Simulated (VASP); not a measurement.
Input of a VASP 6.6.1 run:

INCAR

```
PREC = Accurate
ENCUT = 600
EDIFF = 1E-6
ISMEAR = -1
SIGMA = 0.1
LREAL = F
LASPH = T
NELM = 120
ALGO = Normal
ISIF = 2
LWAVE = F
LCHARG = F
GGA = PE
NBANDS = 26
GGA_COMPAT = F
```

Contents of KPOINTS:

```
regular mesh
0
Gamma
  2 2 2
```

Contents of POSCAR:

```
C
1.0
    3.5721443600      0.0000000000      0.0000000000
    0.0000000000      3.5721443600      0.0000000000
    0.0000000000      0.0000000000      3.5721443600
C
8
Direct
    0.5000000000      0.5000000000      0.0000000000
    0.0000000000      0.0000000000      0.0000000000
    0.5000000000      0.0000000000      0.5000000000
    0.0000000000      0.5000000000      0.5000000000
    0.7500000000      0.2500000000      0.2500000000
    0.2500000000      0.7500000000      0.2500000000
    0.7500000000      0.7500000000      0.7500000000
    0.2500000000      0.2500000000      0.7500000000
```

Potentials or basis: VASP PAW PBE potentials, release 64 (C).

Run with:

```console
$ cat potpaw_PBE.64/C/POTCAR > POTCAR
$ mpirun -np 1 vasp_std > vasp.out
```

Question: What does it give for the pressure?

Answer: 2.2 GPa.

Question: Estimate the band gap on the k mesh.

Answer: 4.42 eV.

Caveat: the k points lie up to 0.88 Å⁻¹ apart. A k mesh can miss the band edges.
